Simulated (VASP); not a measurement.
# Sr8O7 (a cell with a defect) in VASP: notebook

The runs below take Sr8O7 (a cell with a defect) through single point, with PBE.

Everything below comes from runs of VASP 6.6.1. Logs are shortened: lines on timing, memory, paths and dates and some standing lists are left out, and cuts for length are marked.

## 1. The cell of the first run

The cell holds a defect, 15 atoms: a = 7.373 Å, b = 7.373 Å, c = 7.373 Å, α = 60.00°, β = 60.00°, γ = 60.00°.

## 2. Single point, PBE

Contents of INCAR:

```
  PREC = Accurate
  ENCUT = 520
  EDIFF = 1E-6
  ISMEAR = 1
  SIGMA = 0.15
  LREAL = Auto
  LASPH = True
  NELM = 100
  ALGO = Normal
  ISIF = 2
  LWAVE = False
  LCHARG = False
  GGA = PE
  NBANDS = 74
```

Contents of KPOINTS:

```
regular mesh
0
Gamma
  2 2 2
```

Contents of POSCAR:

```
Sr8O7
1.0
    0.0000000000      5.2135080000      5.2135080000
    5.2135080000      0.0000000000      5.2135080000
    5.2135080000      5.2135080000      0.0000000000
Sr O
8 7
Direct
   -0.0033160014      0.0023569543     -0.0285539027
   -0.0032888604      0.0023954121      0.5289652380
   -0.0020834340      0.4821816712      0.0096909797
    0.0100798733      0.5236521168      0.4828768844
    0.4754320891     -0.0110008463      0.0175214079
    0.5168998494      0.0011695580      0.4907069290
    0.5011374299      0.4979599149     -0.0192962205
    0.5011298534      0.4979651897      0.5196776336
    0.2533417998      0.2523075634      0.2536761236
    0.2533450606      0.2523196473      0.7401627656
    0.1309387077      0.8681659259      0.2501941111
    0.2558601617      0.7432064936      0.7502102231
    0.7342061238      0.2648822060      0.7501984269
    0.7467730940      0.7457507498      0.2467374175
    0.7467676275      0.7457331992      0.7602393628
```

Potentials or basis: VASP PAW PBE potentials, release 64 (Sr_sv, O).

The run is started by

```bash
cat potpaw_PBE.64/Sr_sv/POTCAR potpaw_PBE.64/O/POTCAR > POTCAR
mpirun -np 1 vasp_std > vasp.out
```

OUTCAR:

```text
PREC = Accurate
   ENCUT = 520
   EDIFF = 1E-6
   ISMEAR = 1
   LREAL = Auto
   LASPH = True
   NELM = 100
   ISIF = 2
   GGA = PE

 ion  position               nearest neighbor table
   1  0.997  0.002  0.971-  11 2.28  12 2.51  13 2.53  14 2.65  10 2.65   2 3.26   7 3.65   4 3.66
                             5 3.66   6 3.69   3 3.69   3 3.70   6 3.70   7 3.72   5 3.73   4 3.73
   2  0.997  0.002  0.529-  11 2.28  12 2.51  13 2.53   9 2.65  15 2.65   1 3.26   8 3.65   5 3.66
                             4 3.66   3 3.69   6 3.69   6 3.70   3 3.70   8 3.72   4 3.73   5 3.73
   3  0.998  0.482  0.010-  10 2.61   9 2.61  15 2.61  14 2.61  12 2.71   5 3.58   8 3.67   7 3.67
                             2 3.69   1 3.69   1 3.70   2 3.70   4 3.70   4 3.70   7 3.72   8 3.72
   4  0.010  0.524  0.483-  11 2.56  15 2.61  14 2.61   9 2.61  10 2.61  13 2.79   6 3.58   1 3.66
                             2 3.66   8 3.67   7 3.67   3 3.70   3 3.70   7 3.72   8 3.72   2 3.73
   5  0.475  0.989  0.018-  11 2.56  10 2.61   9 2.61  15 2.61  14 2.61  13 2.79   3 3.58   2 3.66
                             1 3.66   8 3.67   7 3.67   6 3.70   6 3.70   7 3.72   8 3.72   1 3.73
   6  0.517  0.001  0.491-  14 2.61  15 2.61   9 2.61  10 2.61  12 2.71   4 3.58   7 3.67   8 3.67
                             1 3.69   2 3.69   2 3.70   1 3.70   5 3.70   5 3.70   8 3.72   7 3.72
   7  0.501  0.498  0.981-  13 2.42  12 2.48  15 2.58   9 2.58  11 3.38   8 3.40   1 3.65   6 3.67
                             3 3.67   5 3.67   4 3.67   3 3.72   6 3.72   4 3.72   5 3.72   1 3.72
   8  0.501  0.498  0.520-  13 2.42  12 2.48  14 2.58  10 2.58  11 3.38   7 3.40   2 3.65   6 3.67
                             3 3.67   5 3.67   4 3.67   3 3.72   6 3.72   4 3.72   5 3.72   2 3.72
   9  0.253  0.252  0.254-   7 2.58   3 2.61   6 2.61   5 2.61   4 2.61   2 2.65
  10  0.253  0.252  0.740-   8 2.58   3 2.61   6 2.61   5 2.61   4 2.61   1 2.65
  11  0.131  0.868  0.250-   2 2.28   1 2.28   5 2.56   4 2.56   8 3.38   7 3.38
  12  0.256  0.743  0.750-   7 2.48   8 2.48   1 2.51   2 2.51   3 2.71   6 2.71
  13  0.734  0.265  0.750-   7 2.42   8 2.42   2 2.53   1 2.53   4 2.79   5 2.79
  14  0.747  0.746  0.247-   8 2.58   6 2.61   3 2.61   4 2.61   5 2.61   1 2.65
  15  0.747  0.746  0.760-   7 2.58   6 2.61   3 2.61   4 2.61   5 2.61   2 2.65

  LATTYP: Found a face centered cubic cell.
 ALAT       =    10.4270160000

  Lattice vectors:

 A1 = (   0.0000000000,   5.2135080000,   5.2135080000)
 A2 = (   5.2135080000,   0.0000000000,   5.2135080000)
 A3 = (   5.2135080000,   5.2135080000,   0.0000000000)

Analysis of symmetry for initial positions (statically):
=====================================================================
 Subroutine PRICEL returns:
 Original cell was already a primitive cell.

 Routine SETGRP: Setting up the symmetry group for a
 face centered cubic supercell.

 Subroutine GETGRP returns: Found  1 space group operations
 (whereof  1 operations were pure point group operations)
 out of a pool of 48 trial point group operations.

The static configuration has the point symmetry C_1 .

Analysis of symmetry for dynamics (positions and initial velocities):
=====================================================================
 Subroutine PRICEL returns:
 Original cell was already a primitive cell.

 Routine SETGRP: Setting up the symmetry group for a
 face centered cubic supercell.

 Subroutine GETGRP returns: Found  1 space group operations
 (whereof  1 operations were pure point group operations)
 out of a pool of 48 trial point group operations.

The dynamic configuration has the point symmetry C_1 .

 Subroutine INISYM returns: Found  1 space group operations
 (whereof  1 operations are pure point group operations),
 and found     1 'primitive' translations

----------------------------------------------------------------------------------------

                                     Primitive cell

  volume of cell :     283.4132

  direct lattice vectors                    reciprocal lattice vectors
     0.000000000  5.213508000  5.213508000    -0.095904715  0.095904715  0.095904715
     5.213508000  0.000000000  5.213508000     0.095904715 -0.095904715  0.095904715
     5.213508000  5.213508000  0.000000000     0.095904715  0.095904715 -0.095904715

  length of vectors
     7.373013721  7.373013721  7.373013721     0.166111839  0.166111839  0.166111839

  position of ions in fractional coordinates (direct lattice)
     0.996683999  0.002356954  0.971446097
     0.996711140  0.002395412  0.528965238
     0.997916566  0.482181671  0.009690980
     0.010079873  0.523652117  0.482876884
     0.475432089  0.988999154  0.017521408
     0.516899849  0.001169558  0.490706929
[... 54 lines left out ...]
 Following reciprocal coordinates:
            Coordinates               Weight
  0.000000  0.000000  0.000000      1.000000
  0.500000  0.000000  0.000000      1.000000
  0.000000  0.500000  0.000000      1.000000
  0.000000  0.000000  0.500000      1.000000
  0.500000  0.500000  0.500000      1.000000
  0.500000  0.500000  0.000000      1.000000
  0.000000  0.500000  0.500000      1.000000
  0.500000  0.000000  0.500000      1.000000
   k-points           NKPTS =      8   k-points in BZ     NKDIM =      8   number of bands    NBANDS=     74
   number of dos      NEDOS =    301   number of ions     NIONS =     15
   total plane-waves  NPLWV = 175616
   dimension x,y,z NGX =    56 NGY =   56 NGZ =   56
   dimension x,y,z NGXF=   112 NGYF=  112 NGZF=  112
   ions per type =               8   7
   NGX,Y,Z   is equivalent  to a cutoff of  12.63, 12.63, 12.63 a.u.
   NGXF,Y,Z  is equivalent  to a cutoff of  25.25, 25.25, 25.25 a.u.
 SYSTEM =  unknown system
   PREC   = accura    normal or accurate (medium, high low for compatibility)
   ISTART =      0    job   : 0-new  1-cont  2-samecut
   ICHARG =      2    charge: 1-file 2-atom 10-const
   ISPIN  =      1    spin polarized calculation?
   LNONCOLLINEAR =      F non collinear calculations
   LSORBIT =      F    spin-orbit coupling
   LASPH  =      T    aspherical Exc in radial PAW
   ENCUT  =  520.0 eV  38.22 Ry    6.18 a.u.  13.71 13.71 13.71*2*pi/ulx,y,z
   NELM   =    100;   NELMIN=  2; NELMDL= -5     # of ELM steps
   EDIFF  = 0.1E-05   stopping-criterion for ELM
   LREAL  =      T    real-space projection
   EDIFFG = 0.1E-04   stopping-criterion for IOM
   NSW    =      0    number of steps for IOM
   IBRION =     -1    ionic relax: 0-MD 1-quasi-New 2-CG
   NFREE  =      0    steps in history (QN), initial steepest desc. (CG)
   ISIF   =      2    stress and relaxation
   ISYM   =      2    0-nonsym 1-usesym 2-fastsym
   POTIM  = 0.5000    time-step for ionic-motion
   TEBEG  =    0.0;   TEEND  =   0.0 temperature during run
   PSTRESS=    0.0 pullay stress
   NELECT =     122.0000    total number of electrons
   NUPDOWN=      -1.0000    fix difference up-down
   EMIN   =  10.00;   EMAX   =-10.00  energy-range for DOS
   EFERMI =   0.00;   METHOD = LEGACY
   ISMEAR =     1;   SIGMA  =   0.15  broadening in eV -4-tet -1-fermi 0-gaus
   EFERMI_NEDOS =   21; number of points for ismear=-14 and -15
   IALGO  =     38    algorithm
   IMIX   =      4    mixing-type and parameters
     AMIX     =   0.40;   BMIX     =  1.00
     AMIX_MAG =   1.60;   BMIX_MAG =  1.00
  volume/ion in A,a.u.               =      18.89       127.50
  Fermi-wavevector in a.u.,A,eV,Ry     =   1.236103  2.335896 20.789037  1.527951
  Thomas-Fermi vector in A             =   2.370725
   LORBIT       =      0    0 simple, 1 ext, 2 COOP (PROOUT), +10 PAW based schemes
   GGA     = PE    functional components
   LHFCALC =     F    Hartree Fock is set to
   AEXX    =    0.0000 exact exchange contribution
   IVDW    =     0    specifies the selected vdW correction
   LEPSILON=     F    determine dielectric tensor
   LRPA    =     F    only Hartree local field effects (RPA)
 non-spin polarized calculation
 Methfessel and Paxton  Order N= 1 SIGMA  =   0.15
  energy-cutoff  :      520.00
  volume of cell :      283.41
 maximum number of plane-waves:      7648
 NGX is ok and might be reduce to    56
   NGX = 27   NGY = 27   NGZ = 27

 number of electron     122.0000001 magnetization

 Free energy of the ion-electron system (eV)
  ---------------------------------------------------
  ext. energy  EPLUGINS =         0.00000000
  ---------------------------------------------------
  free energy    TOTEN  =       -83.98877063 eV

  energy without entropy =      -83.99315741  energy(sigma->0) =      -83.99023289

 E-fermi :   4.5020     XC(G=0):  -9.7015

 val. band max:        4.4028996444   @ k =   0.0000   0.5000   0.0000
 cond. band min:       4.6005026845   @ k =   0.0000   0.0000   0.0000
 fundamental gap:      0.1976030402
 Fermi energy:         4.5019993017

 k-point     1 :       0.0000    0.0000    0.0000
  band No.  band energies     occupation
      1     -31.3061      2.00000
      2     -31.2426      2.00000
      3     -31.2296      2.00000
      4     -31.2023      2.00000
      5     -31.1570      2.00000
      6     -31.1257      2.00000
[... 597 lines left out ...]
     72       7.4076     -0.00000
     73       7.5545      0.00000
 [bands above 73 left out]

------------------------ aborting loop because EDIFF is reached ----------------------------------------

  FORCE on cell =-STRESS in cart. coord.  units (eV):
  Direction    XX          YY          ZZ          XY          YZ          ZX
  --------------------------------------------------------------------------------------
  -------------------------------------------------------------------------------------
  Total        8.0106225      8.0071365      1.8529238      2.4331254     -0.0024638     -0.0013029
  in kB       45.2852447     45.2655380     10.4748549     13.7548210     -0.0139282     -0.0073656
  external PRESSURE =      33.6752125 kB  Pullay stress =       0.0000000 kB

 VOLUME and BASIS-vectors are now :
 -----------------------------------------------------------------------------
  energy-cutoff  :      520.00
  volume of cell :      283.41
      direct lattice vectors                 reciprocal lattice vectors
     0.000000000  5.213508000  5.213508000    -0.095904715  0.095904715  0.095904715
     5.213508000  0.000000000  5.213508000     0.095904715 -0.095904715  0.095904715
     5.213508000  5.213508000  0.000000000     0.095904715  0.095904715 -0.095904715

 POSITION                                       TOTAL-FORCE (eV/Angst)
 -----------------------------------------------------------------------------------
      5.07693     10.26086      5.20851         0.314333     -0.031348      0.001143
      2.77025      7.95413      5.20885         0.031121     -0.314139     -0.000271
      2.56438      5.25317      7.71650         0.111670     -0.111953      0.189703
      5.24755      2.57003      2.78262         0.028669     -0.028206     -0.094381
      5.24750      2.57002      7.63482         0.028693     -0.029065      0.095375
      2.56440      5.25317      2.70096         0.112453     -0.112274     -0.188782
      7.70903      7.72559      5.20880         0.131879      0.039807      0.000218
      5.30549      5.32199      5.20879        -0.039301     -0.131669      0.000122
      2.63795      2.64334      2.63621         0.052265     -0.102420      0.008426
      5.17431      5.17966      2.63629         0.102128     -0.052398      0.008363
      5.83058      1.98704      5.20884        -1.286804      1.286482      0.000289
      7.78594      5.24516      5.20864         0.175652     -0.175621      0.000995
      5.29213      7.73896      5.20876         0.081609     -0.081794     -0.001894
      5.17435      5.17967      7.78128         0.101982     -0.052771     -0.009988
      7.85140      7.85679      7.78117         0.053651     -0.102630     -0.009316
 -----------------------------------------------------------------------------------
    total drift:                               -0.006339      0.004603     -0.003788

  FREE ENERGIE OF THE ION-ELECTRON SYSTEM (eV)
  ---------------------------------------------------
  free  energy   TOTEN  =       -83.9887706295 eV

  energy  without entropy=      -83.9931574105  energy(sigma->0) =      -83.99023289
```

Wall time 5.1 min (1 thread of Intel Xeon 6975P-C (Granite Rapids), shared host); peak memory 0.45 GiB.

Results:

| Quantity | Value |
| --- | --- |
| Free energy | -83.9888 eV |
| Pressure | 3.4 GPa |
| Largest force | 1.820 eV/Å |
| Band gap on the k mesh | 0.20 eV |

Forces on the atoms (eV/Å):
```
Sr   0.314 -0.031  0.001
Sr   0.031 -0.314  0.000
Sr   0.112 -0.112  0.190
Sr   0.029 -0.028 -0.094
Sr   0.029 -0.029  0.095
Sr   0.112 -0.112 -0.189
Sr   0.132  0.040  0.000
Sr  -0.039 -0.132  0.000
O    0.052 -0.102  0.008
O    0.102 -0.052  0.008
O   -1.287  1.286  0.000
O    0.176 -0.176  0.001
O    0.082 -0.082 -0.002
O    0.102 -0.053 -0.010
O    0.054 -0.103 -0.009
```

Levels at points of the mesh, in eV from the valence-band top:
| k point | band 57 | band 58 | band 59 | band 60 | band 61 | band 62 | band 63 | band 64 | band 65 | band 66 |
| --- | --- | --- | --- | --- | --- | --- | --- | --- | --- | --- |
| (0.00, 0.00, 0.00) | -3.24 | -3.17 | -3.14 | -3.09 | -1.06 | 0.20 | 0.38 | 0.50 | 1.75 | 2.03 |
| (0.50, 0.00, 0.00) | -3.63 | -3.61 | -3.57 | -3.47 | 0.00 | 0.81 | 1.38 | 1.39 | 1.72 | 1.81 |
| (0.00, 0.50, 0.00) | -3.63 | -3.61 | -3.57 | -3.47 | 0.00 | 0.81 | 1.38 | 1.39 | 1.72 | 1.81 |
| (0.00, 0.00, 0.50) | -3.65 | -3.57 | -3.48 | -3.37 | -0.11 | 0.82 | 1.21 | 1.27 | 1.87 | 1.90 |
| (0.50, 0.50, 0.50) | -3.65 | -3.57 | -3.48 | -3.37 | -0.11 | 0.82 | 1.21 | 1.27 | 1.87 | 1.90 |
| (0.50, 0.50, 0.00) | -3.38 | -3.29 | -3.23 | -3.19 | -0.38 | 1.09 | 1.23 | 1.70 | 1.90 | 2.22 |
| (0.00, 0.50, 0.50) | -3.38 | -3.32 | -3.20 | -3.19 | -0.26 | 1.10 | 1.23 | 1.34 | 1.69 | 1.97 |
| (0.50, 0.00, 0.50) | -3.38 | -3.32 | -3.20 | -3.19 | -0.26 | 1.10 | 1.23 | 1.34 | 1.69 | 1.97 |

Caveat: the k points lie up to 0.52 Å⁻¹ apart.

## 3. Single point, PBE

Contents of INCAR:

```
PREC = Accurate ; ENCUT = 520
EDIFF = 1E-6 ; ISMEAR = 1
SIGMA = 0.15 ; LREAL = Auto
LASPH = T ; NELM = 100
ALGO = Normal ; ISIF = 2
LWAVE = F ; LCHARG = F
GGA = PE ; NBANDS = 74
```

Contents of KPOINTS:

```
Automatic mesh
0
Gamma
  2 2 2
```

Contents of POSCAR:

```
Sr8O7
1.0
    0.0000000000      5.2135080000      5.2135080000
    5.2135080000      0.0000000000      5.2135080000
    5.2135080000      5.2135080000      0.0000000000
Sr O
8 7
Direct
    0.0022262362     -0.0032295913     -0.0283481871
    0.0022520345     -0.0031970796      0.5292187142
   -0.0111116162      0.4754927968      0.0177543604
    0.0010330856      0.5170271149      0.4909105347
    0.4820041515     -0.0020096833      0.0099425377
    0.5235515127      0.0101438417      0.4830923823
    0.4978245933      0.5012211547     -0.0190552120
    0.4978237302      0.5012208670      0.5198937069
    0.2521947794      0.2534139201      0.2539135837
    0.2521982320      0.2534208253      0.7403810448
   -0.1318715728      1.1309171291      0.2504259128
    0.2647321151      0.7342819844      0.7504292695
    0.7430512239      0.2559711235      0.7504335852
    0.7456138938      0.7468449267      0.2469621222
    0.7456073722      0.7468305410      0.7604835362
```

Potentials or basis: VASP PAW PBE potentials, release 64 (Sr_sv, O).

The run is started by

```bash
cat potpaw_PBE.64/Sr_sv/POTCAR potpaw_PBE.64/O/POTCAR > POTCAR
mpirun -np 1 vasp_std > vasp.out
```

It took 4 min on 1 thread of Intel Xeon 6975P-C (Granite Rapids), shared host; peak memory 0.45 GiB.

The run converged. Its results:

- Free energy: -83.9872 eV
- Pressure: 3.4 GPa
- Largest force: 1.820 eV/Å
- Band gap on the k mesh: 0.20 eV

Forces on the atoms (eV/Å):
```
Sr  -0.032  0.313  0.001
Sr  -0.313  0.032  0.000
Sr  -0.029  0.028  0.095
Sr  -0.112  0.113 -0.190
Sr  -0.112  0.112  0.191
Sr  -0.027  0.028 -0.095
Sr   0.038  0.131  0.000
Sr  -0.131 -0.038  0.000
O   -0.102  0.052  0.008
O   -0.052  0.102  0.008
O    1.286 -1.288  0.001
O   -0.082  0.083 -0.002
O   -0.177  0.176  0.001
O   -0.053  0.102 -0.010
O   -0.102  0.053 -0.009
```

Stress tensor (GPa, compression positive):
```
4.53 1.38 0.00
1.38 4.53 0.00
0.00 0.00 1.05
```

Levels at points of the mesh, in eV from the valence-band top:
| k point | band 58 | band 59 | band 60 | band 61 | band 62 | band 63 | band 64 | band 65 |
| --- | --- | --- | --- | --- | --- | --- | --- | --- |
| (0.00, 0.00, 0.00) | -3.17 | -3.14 | -3.09 | -1.06 | 0.20 | 0.38 | 0.50 | 1.75 |
| (0.50, 0.00, 0.00) | -3.61 | -3.57 | -3.47 | 0.00 | 0.81 | 1.38 | 1.39 | 1.72 |
| (0.00, 0.50, 0.00) | -3.61 | -3.57 | -3.47 | 0.00 | 0.81 | 1.38 | 1.39 | 1.72 |
| (0.00, 0.00, 0.50) | -3.57 | -3.48 | -3.37 | -0.11 | 0.82 | 1.21 | 1.27 | 1.87 |
| (0.50, 0.50, 0.50) | -3.57 | -3.48 | -3.37 | -0.11 | 0.82 | 1.21 | 1.27 | 1.87 |
| (0.50, 0.50, 0.00) | -3.29 | -3.23 | -3.19 | -0.38 | 1.09 | 1.23 | 1.70 | 1.91 |
| (0.00, 0.50, 0.50) | -3.32 | -3.20 | -3.19 | -0.26 | 1.10 | 1.23 | 1.34 | 1.69 |
| (0.50, 0.00, 0.50) | -3.32 | -3.20 | -3.19 | -0.26 | 1.10 | 1.23 | 1.34 | 1.69 |

Caveat: the k points lie up to 0.52 Å⁻¹ apart.
